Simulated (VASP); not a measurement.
# Sn3H (P6_3/mmc) in VASP: notebook

The runs below take Sn3H through single point, relaxation of cell and atoms, with PBE.

Program: VASP 6.6.1. These are calculated values, not measurements. Logs are shortened: lines on timing, memory, paths and dates and some standing lists are left out, and cuts for length are marked.

### 1 The cell of the first run

It takes space group P6_3/mmc (No. 194, hexagonal). The conventional cell has a = 6.264 Å, b = 6.264 Å, c = 5.360 Å, α = 90.00°, β = 90.00°, γ = 120.00°. Sn (site symmetry mm2) has 8 Sn at 3.11 to 3.24 Å and 4 H at 3.13 to 3.23 Å within 4.1 Å. H (site symmetry -6m2) has 12 Sn at 3.13 to 3.23 Å within 4.1 Å.

The cell was built from a structure type or drawn by symmetry, and may not be a known phase.

### 2 Single point, PBE

INCAR

```
ALGO = Normal
EDIFF = 1E-6
ENCUT = 520
GGA = PE
ISIF = 2
ISMEAR = 0
LASPH = T
LCHARG = F
LREAL = F
LWAVE = F
NBANDS = 53
NELM = 60
PREC = Accurate
SIGMA = 0.1
```

KPOINTS

```
k-points
0
Gamma
  3 3 4
```

POSCAR

```
Sn3H
1.0
    6.2642842872      0.0000000000      0.0000000000
   -3.1321421436      5.4250293292      0.0000000000
    0.0000000000      0.0000000000      5.3595688219
Sn H
6 2
Direct
    0.1679582775      0.3359165549      0.2500000000
    0.1679582775      0.8320417225      0.2500000000
    0.6640834451      0.8320417225      0.2500000000
    0.8320417225      0.6640834451      0.7500000000
    0.8320417225      0.1679582775      0.7500000000
    0.3359165549      0.1679582775      0.7500000000
    0.3333333333      0.6666666667      0.7500000000
    0.6666666667      0.3333333333      0.2500000000
```

Potentials or basis: VASP PAW PBE potentials, release 64 (Sn_d, H).

Launch:

```bash
> cat potpaw_PBE.64/Sn_d/POTCAR potpaw_PBE.64/H/POTCAR > POTCAR
> mpirun -np 1 vasp_std > vasp.out
```

OUTCAR:

```text
EDIFF = 1E-6
   ENCUT = 520
   GGA = PE
   ISIF = 2
   ISMEAR = 0
   LASPH = T
   LREAL = F
   NELM = 60
   PREC = Accurate

 ion  position               nearest neighbor table
   1  0.168  0.336  0.250-   2 3.11   3 3.11   2 3.16   3 3.16   6 3.24   6 3.24   5 3.24   5 3.24

   2  0.168  0.832  0.250-   1 3.11   3 3.11   1 3.16   3 3.16   6 3.24   6 3.24   4 3.24   4 3.24

   3  0.664  0.832  0.250-   1 3.11   2 3.11   1 3.16   2 3.16   4 3.24   4 3.24   5 3.24   5 3.24

   4  0.832  0.664  0.750-   5 3.11   6 3.11   6 3.16   5 3.16   3 3.24   3 3.24   2 3.24   2 3.24

   5  0.832  0.168  0.750-   4 3.11   6 3.11   4 3.16   6 3.16   3 3.24   3 3.24   1 3.24   1 3.24

   6  0.336  0.168  0.750-   4 3.11   5 3.11   4 3.16   5 3.16   1 3.24   1 3.24   2 3.24   2 3.24

   7  0.333  0.667  0.750-
   8  0.667  0.333  0.250-

  LATTYP: Found a hexagonal cell.
 ALAT       =     6.2642842872
 C/A-ratio  =     0.8555756055

  Lattice vectors:

 A1 = (   6.2642842872,   0.0000000000,   0.0000000000)
 A2 = (  -3.1321421436,   5.4250293292,   0.0000000000)
 A3 = (   0.0000000000,   0.0000000000,   5.3595688219)

Analysis of symmetry for initial positions (statically):
=====================================================================
 Subroutine PRICEL returns:
 Original cell was already a primitive cell.

 Routine SETGRP: Setting up the symmetry group for a
 hexagonal supercell.

 Subroutine GETGRP returns: Found 24 space group operations
 (whereof 12 operations were pure point group operations)
 out of a pool of 24 trial point group operations.

The static configuration has the point symmetry D_3d.
 The point group associated with its full space group is D_6h.

Analysis of symmetry for dynamics (positions and initial velocities):
=====================================================================
 Subroutine PRICEL returns:
 Original cell was already a primitive cell.

 Routine SETGRP: Setting up the symmetry group for a
 hexagonal supercell.

 Subroutine GETGRP returns: Found 24 space group operations
 (whereof 12 operations were pure point group operations)
 out of a pool of 24 trial point group operations.

The dynamic configuration has the point symmetry D_3d.
 The point group associated with its full space group is D_6h.

 Subroutine INISYM returns: Found 24 space group operations
 (whereof 12 operations are pure point group operations),
 and found     1 'primitive' translations

----------------------------------------------------------------------------------------

                                     Primitive cell

  volume of cell :     182.1392

  direct lattice vectors                    reciprocal lattice vectors
     6.264284287  0.000000000  0.000000000     0.159635156  0.092165400  0.000000000
    -3.132142144  5.425029329  0.000000000     0.000000000  0.184330801  0.000000000
     0.000000000  0.000000000  5.359568822     0.000000000  0.000000000  0.186582174

  length of vectors
     6.264284287  6.264284287  5.359568822     0.184330801  0.184330801  0.186582174

  position of ions in fractional coordinates (direct lattice)
     0.167958277  0.335916555  0.250000000
     0.167958277  0.832041723  0.250000000
     0.664083445  0.832041723  0.250000000
     0.832041723  0.664083445  0.750000000
     0.832041723  0.167958277  0.750000000
     0.335916555  0.167958277  0.750000000
     0.333333333  0.666666667  0.750000000
     0.666666667  0.333333333  0.250000000

  ion indices of the primitive-cell ions
   primitive index   ion index
                 1           1
                 2           2
                 3           3
                 4           4
                 5           5
                 6           6
                 7           7
                 8           8

----------------------------------------------------------------------------------------

 KPOINTS: k-points

Automatic generation of k-mesh.
 Grid dimensions read from file:
 generate k-points for:    3    3    4

 Generating k-lattice:

  Cartesian coordinates                     Fractional coordinates (reciprocal lattice)
     0.053211719  0.030721800  0.000000000     0.333333333  0.000000000  0.000000000
     0.000000000  0.061443600  0.000000000     0.000000000  0.333333333  0.000000000
     0.000000000  0.000000000  0.046645543     0.000000000  0.000000000  0.250000000

  Length of vectors
     0.061443600  0.061443600  0.046645543

  Shift w.r.t. Gamma in fractional coordinates (k-lattice)
     0.000000000  0.000000000  0.000000000

 Subroutine IBZKPT returns following result:
 ===========================================

 Found      9 irreducible k-points:

 Following reciprocal coordinates:
            Coordinates               Weight
  0.000000  0.000000  0.000000      1.000000
  0.333333  0.000000  0.000000      6.000000
  0.333333  0.333333  0.000000      2.000000
  0.000000  0.000000  0.250000      2.000000
  0.333333  0.000000  0.250000     12.000000
  0.333333  0.333333  0.250000      4.000000
  0.000000  0.000000  0.500000      1.000000
  0.333333  0.000000  0.500000      6.000000
  0.333333  0.333333  0.500000      2.000000
   k-points           NKPTS =      9   k-points in BZ     NKDIM =      9   number of bands    NBANDS=     53
   number of dos      NEDOS =    301   number of ions     NIONS =      8
   total plane-waves  NPLWV =  92160
   dimension x,y,z NGX =    48 NGY =   48 NGZ =   40
   dimension x,y,z NGXF=    96 NGYF=   96 NGZF=   80
   ions per type =               6   2
   NGX,Y,Z   is equivalent  to a cutoff of  12.74, 12.74, 12.41 a.u.
   NGXF,Y,Z  is equivalent  to a cutoff of  25.48, 25.48, 24.81 a.u.
 SYSTEM =  unknown system
   PREC   = accura    normal or accurate (medium, high low for compatibility)
   ISTART =      0    job   : 0-new  1-cont  2-samecut
   ICHARG =      2    charge: 1-file 2-atom 10-const
   ISPIN  =      1    spin polarized calculation?
   LNONCOLLINEAR =      F non collinear calculations
   LSORBIT =      F    spin-orbit coupling
   LASPH  =      T    aspherical Exc in radial PAW
   ENCUT  =  520.0 eV  38.22 Ry    6.18 a.u.  11.65 11.65  9.97*2*pi/ulx,y,z
   NELM   =     60;   NELMIN=  2; NELMDL= -5     # of ELM steps
   EDIFF  = 0.1E-05   stopping-criterion for ELM
   LREAL  =      F    real-space projection
   EDIFFG = 0.1E-04   stopping-criterion for IOM
   NSW    =      0    number of steps for IOM
   IBRION =     -1    ionic relax: 0-MD 1-quasi-New 2-CG
   NFREE  =      0    steps in history (QN), initial steepest desc. (CG)
   ISIF   =      2    stress and relaxation
   ISYM   =      2    0-nonsym 1-usesym 2-fastsym
   POTIM  = 0.5000    time-step for ionic-motion
   TEBEG  =    0.0;   TEEND  =   0.0 temperature during run
   PSTRESS=    0.0 pullay stress
   NELECT =      86.0000    total number of electrons
   NUPDOWN=      -1.0000    fix difference up-down
   EMIN   =  10.00;   EMAX   =-10.00  energy-range for DOS
   EFERMI =   0.00;   METHOD = LEGACY
   ISMEAR =     0;   SIGMA  =   0.10  broadening in eV -4-tet -1-fermi 0-gaus
   EFERMI_NEDOS =   21; number of points for ismear=-14 and -15
   IALGO  =     38    algorithm
   IMIX   =      4    mixing-type and parameters
     AMIX     =   0.40;   BMIX     =  1.00
     AMIX_MAG =   1.60;   BMIX_MAG =  1.00
  volume/ion in A,a.u.               =      22.77       153.64
  Fermi-wavevector in a.u.,A,eV,Ry     =   1.274794  2.409010 22.110808  1.625099
  Thomas-Fermi vector in A             =   2.407542
   LORBIT       =      0    0 simple, 1 ext, 2 COOP (PROOUT), +10 PAW based schemes
   GGA     = PE    functional components
   LHFCALC =     F    Hartree Fock is set to
   AEXX    =    0.0000 exact exchange contribution
   IVDW    =     0    specifies the selected vdW correction
   LEPSILON=     F    determine dielectric tensor
   LRPA    =     F    only Hartree local field effects (RPA)
 non-spin polarized calculation
 Gauss-broadening in eV      SIGMA  =   0.10
  energy-cutoff  :      520.00
  volume of cell :      182.14
 maximum number of plane-waves:      4921
 NGX is ok and might be reduce to    48
   NGX = 23   NGY = 23   NGZ = 19

 number of electron      86.0000061 magnetization

 Free energy of the ion-electron system (eV)
  ---------------------------------------------------
  ext. energy  EPLUGINS =         0.00000000
  ---------------------------------------------------
  free energy    TOTEN  =       -26.28305571 eV

  energy without entropy =      -26.27873495  energy(sigma->0) =      -26.28089533

 E-fermi :   6.8492     XC(G=0):  -9.9972

 val. band max:        6.8407679852   @ k =   0.0000   0.0000   0.0000
 cond. band min:       7.0794650116   @ k =   0.3333   0.0000   0.5000
 fundamental gap:      0.2386970264
 Fermi energy:         6.8492047574

 k-point     1 :       0.0000    0.0000    0.0000
  band No.  band energies     occupation
      1     -14.8968      2.00000
      2     -14.8745      2.00000
      3     -14.8745      2.00000
      4     -14.8301      2.00000
      5     -14.8178      2.00000
      6     -14.8178      2.00000
[... 45 lines left out ...]
     52      10.7297      0.00000
     53      12.5598      0.00000

 k-point     2 :       0.3333    0.0000    0.0000
  band No.  band energies     occupation
      1     -14.8716      2.00000
      2     -14.8281      2.00000
      3     -14.8211      2.00000
      4     -14.8020      2.00000
      5     -14.7888      2.00000
      6     -14.7841      2.00000
[... 45 lines left out ...]
     52      11.4047      0.00000
     53      11.9934      0.00000
[... 334 lines left out ...]
     52      11.2523      0.00000
     53      12.2944      0.00000

 k-point     9 :       0.3333    0.3333    0.5000
  band No.  band energies     occupation
      1     -14.8108      2.00000
      2     -14.8108      2.00000
      3     -14.8067      2.00000
      4     -14.8067      2.00000
      5     -14.7625      2.00000
      6     -14.7625      2.00000
[... 45 lines left out ...]
     52       9.9333      0.00000
     53      11.0737      0.00000

------------------------ aborting loop because EDIFF is reached ----------------------------------------

  FORCE on cell =-STRESS in cart. coord.  units (eV):
  Direction    XX          YY          ZZ          XY          YZ          ZX
  --------------------------------------------------------------------------------------
  -------------------------------------------------------------------------------------
  Total       -0.0070390     -0.0070390     -0.0449428      0.0000000     -0.0000000      0.0000000
  in kB       -0.0619181     -0.0619181     -0.3953371      0.0000000     -0.0000000      0.0000000
  external PRESSURE =      -0.1730578 kB  Pullay stress =       0.0000000 kB

 VOLUME and BASIS-vectors are now :
 -----------------------------------------------------------------------------
  energy-cutoff  :      520.00
  volume of cell :      182.14
      direct lattice vectors                 reciprocal lattice vectors
     6.264284287  0.000000000  0.000000000     0.159635156  0.092165400  0.000000000
    -3.132142144  5.425029329  0.000000000     0.000000000  0.184330801  0.000000000
     0.000000000  0.000000000  5.359568822     0.000000000  0.000000000  0.186582174

 POSITION                                       TOTAL-FORCE (eV/Angst)
 -----------------------------------------------------------------------------------
      0.00000      1.82236      1.33989        -0.000000      0.002292     -0.000000
     -1.55393      4.51385      1.33989         0.001985     -0.001146      0.000000
      1.55393      4.51385      1.33989        -0.001985     -0.001146     -0.000000
      3.13214      3.60267      4.01968         0.000000     -0.002292      0.000000
      4.68608      0.91118      4.01968        -0.001985      0.001146     -0.000000
      1.57821      0.91118      4.01968         0.001985      0.001146      0.000000
     -0.00000      3.61669      4.01968        -0.000000     -0.000000      0.000000
      3.13214      1.80834      1.33989        -0.000000     -0.000000      0.000000
 -----------------------------------------------------------------------------------
    total drift:                                0.000000     -0.000000      0.000000

  FREE ENERGIE OF THE ION-ELECTRON SYSTEM (eV)
  ---------------------------------------------------
  free  energy   TOTEN  =       -26.2830557074 eV

  energy  without entropy=      -26.2787349548  energy(sigma->0) =      -26.28089533
```

Wall time 68 s (1 thread of Intel Xeon Platinum 8559C (Emerald Rapids), shared host); peak memory 0.31 GiB.

Results:

```
Free energy            : -26.2831 eV
Pressure               : 0.0 GPa
Band gap on the k mesh : zero (bands 43 and 44 overlap by 3.65 eV)
```

Forces in eV/Å, atoms in the order of the input:
```
Sn   0.000  0.002  0.000
Sn   0.002 -0.001  0.000
Sn  -0.002 -0.001  0.000
Sn   0.000 -0.002  0.000
Sn  -0.002  0.001  0.000
Sn   0.002  0.001  0.000
H    0.000  0.000  0.000
H    0.000  0.000  0.000
```

Caveat: the k points lie up to 0.39 Å⁻¹ apart, too coarse for converged energies and pressures of a metal; spin-orbit coupling is left out, which moves the levels of the heavy elements.

### 3 Relaxation of cell and atoms, PBE

This run uses another cell than the first one, of 21.09 Å³/atom.

INCAR

```
SYSTEM = Sn3H
PREC     = Accurate       ! precision mode
ENCUT    = 600            ! plane-wave cutoff, eV
EDIFF    = 1E-6           ! SCF threshold, eV
ISMEAR   = 0              ! smearing method
SIGMA    = 0.1            ! smearing width, eV
LREAL    = .FALSE.        ! projectors in reciprocal space
LASPH    = .TRUE.         ! aspherical terms in the spheres
NELM     = 60             ! most SCF steps
ALGO     = Normal         ! electronic algorithm
ISIF     = 3              ! what is computed and relaxed
LWAVE    = .FALSE.        ! write WAVECAR
LCHARG   = .FALSE.        ! write CHGCAR
GGA      = PE             ! functional
IBRION   = 2              ! ionic algorithm
NSW      = 90             ! ionic steps
EDIFFG   = -0.04          ! ionic threshold
```

KPOINTS

```
Automatic mesh
0
G
  3 3 4
  0 0 0
```

POSCAR

```
Sn3H
1.0
    6.2157007000      0.0000000000      0.0000000000
   -3.1078503500      5.3829547100      0.0000000000
    0.0000000000      0.0000000000      5.0436551100
Sn H
6 2
Direct
    0.1680732800      0.3361465600      0.2500000000
    0.1680732800      0.8319267200      0.2500000000
    0.6638534400      0.8319267200      0.2500000000
    0.8319267200      0.6638534400      0.7500000000
    0.8319267200      0.1680732800      0.7500000000
    0.3361465600      0.1680732800      0.7500000000
    0.3333333300      0.6666666700      0.7500000000
    0.6666666700      0.3333333300      0.2500000000
```

Potentials or basis: VASP PAW PBE potentials, release 64 (Sn_d, H).

Launch:

```bash
> cat potpaw_PBE.64/Sn_d/POTCAR potpaw_PBE.64/H/POTCAR > POTCAR
> mpirun -np 1 vasp_std > vasp.out
```

Wall time 5.9 min (1 thread of Intel Xeon Platinum 8559C (Emerald Rapids), shared host); peak memory 0.35 GiB.

It converged, with:

* Free energy: -26.2805 eV
* Relaxed volume: 22.75 Å³/atom
* Relaxed cell: a = 6.264 Å, b = 6.264 Å, c = 5.357 Å, α = 90.00°, β = 90.00°, γ = 120.00°
* Space group after relaxing (to 0.1 Å): P6_3/mmc (No. 194)
* Energy gained by relaxing: 37.2 meV/atom
* Ionic steps: 7
* Pressure after relaxing: 0.0 GPa
* Largest force after relaxing: 0.011 eV/Å
* Band gap on the k mesh: zero (bands 43 and 44 overlap by 3.65 eV)

Forces on the atoms (eV/Å):
```
Sn   0.000 -0.011  0.000
Sn  -0.009  0.005  0.000
Sn   0.009  0.005  0.000
Sn   0.000  0.011  0.000
Sn   0.009 -0.005  0.000
Sn  -0.009 -0.005  0.000
H    0.000  0.000  0.000
H    0.000  0.000  0.000
```

Step by step:
| step | energy change (eV) | largest force (eV/Å) | pressure (GPa) | volume (Å³) |
| --- | --- | --- | --- | --- |
| 1 | 0.0000 | 0.2732 | 4.63 | 168.75 |
| 2 | -0.2866 | 0.1496 | -0.55 | 183.95 |
| 3 | -0.2886 | 0.1205 | -0.22 | 182.57 |
| 4 | -0.2885 | 0.1282 | -0.27 | 182.85 |
| 5 | -0.2959 | 0.0796 | -0.06 | 182.21 |
| 6 | -0.2972 | 0.0473 | 0.06 | 181.81 |
| 7 | -0.2979 | 0.0109 | 0.02 | 182.03 |

Final structure:
```
CELL_PARAMETERS angstrom
6.26371 0.00000 0.00000
-3.13185 5.42453 0.00000
0.00000 0.00000 5.35722
ATOMIC_POSITIONS crystal
Sn 0.16808 0.33616 0.25000
Sn 0.16808 0.83192 0.25000
Sn 0.66384 0.83192 0.25000
Sn 0.83192 0.66384 0.75000
Sn 0.83192 0.16808 0.75000
Sn 0.33616 0.16808 0.75000
H 0.33333 0.66667 0.75000
H 0.66667 0.33333 0.25000
```

Levels at points of the mesh, in eV from the Fermi level:
```tsv
k point	band 39	band 40	band 41	band 42	band 43	band 44	band 45	band 46	band 47	band 48
(0.00, 0.00, 0.00)	-3.43	-0.96	-0.85	-0.85	-0.53	-0.24	-0.24	-0.01	-0.01	2.47
(0.00, 0.00, 0.50)	-2.70	-2.70	-2.70	-2.70	-2.19	-2.19	1.72	1.72	4.99	4.99
```

Caveat: the k points lie up to 0.39 Å⁻¹ apart in the final cell, too coarse for converged energies and pressures of a metal; spin-orbit coupling is left out, which moves the levels of the heavy elements.

[end of part 1 of 2]
